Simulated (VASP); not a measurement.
Cu:

```
CELL_PARAMETERS angstrom
-1.44279 1.44279 1.37608
1.44279 -1.44279 1.37608
1.44279 1.44279 -1.37608
ATOMIC_POSITIONS crystal
Cu 0.00000 0.00000 0.00000
```

| Quantity | Value |
| --- | --- |
| Program | VASP 6.6.1 |
| Task | relaxation of cell and atoms |
| Functional | LDA |
| Potentials or basis | VASP PAW LDA potentials, release 64 (Cu) |
| Cutoff | 600 eV |
| k mesh | 20 × 20 × 20 |
| Occupations | gaussian, width 0.1 eV |
| Spin | no spin polarisation |

At the start: pressure -6.9 GPa; volume 11.46 Å³/atom.

Task: Where does the relaxation end?

Result: Over 11 steps the energy falls by 11.0 meV/atom and the volume is 10.99 Å³/atom (-4.1 %); space group I4/mmm (No. 139, to 0.05 Å).

The path:
```tsv
step	energy change (eV)	largest force (eV/Å)	pressure (GPa)	volume (Å³)
1	0.0000	0.0000	-6.93	11.46
2	-0.0049	0.0000	5.91	10.66
3	-0.0108	0.0000	0.03	10.98
4	-0.0108	0.0000	-0.14	10.99
5	-0.0108	0.0000	-0.18	10.99
6	-0.0109	0.0000	-0.17	10.99
7	-0.0110	0.0000	-0.16	10.99
8	-0.0110	0.0000	-0.21	10.99
9	-0.0108	0.0000	0.98	10.92
10	-0.0110	0.0000	0.17	10.98
11	-0.0110	0.0000	0.00	10.99
```

Final structure:
```yaml
crystal:
  lattice:
    - [-1.43255, 1.43255, 1.33850]
    - [1.43255, -1.43255, 1.33850]
    - [1.43255, 1.43255, -1.33850]
  atoms:
    - { symbol: Cu, position: [0.00000, 0.00000, 0.00000] }
```
